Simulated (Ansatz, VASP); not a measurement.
**NaF: VASP beside Ansatz**

```
Na F
1.0
     0.00000    2.34230    2.34230
     2.34230    0.00000    2.34230
     2.34230    2.34230    0.00000
Na F
1 1
Direct
  0.00000 0.00000 0.00000
  0.50000 0.50000 0.50000
```

Alike in both runs: task single point; functional r2SCAN; k mesh 8 × 8 × 8; no spin polarisation.

```csv
,VASP,Ansatz
version,VASP 6.6.1,Ansatz 0.2.0
potentials or method,"VASP PAW PBE potentials, release 64 (Na_pv, F)","plane waves, PAW"
plane-wave cutoff (eV),520,500
occupations,"gaussian, width 0.01 eV",fixed
valence electrons in the cell,14,16
```

|  | VASP | Ansatz | Ansatz less VASP |
| --- | --- | --- | --- |
| gap on the k mesh at the Fermi level (eV) | 6.99 | 6.96 | -0.035 |
| pressure (GPa) | -3.3 | -2.8 | +0.54 |

VASP's potentials were made for PBE, not for r2SCAN. VASP's potentials hold 14 valence electrons a cell and Ansatz's 16, so a difference there can come from the potentials and not from the codes.
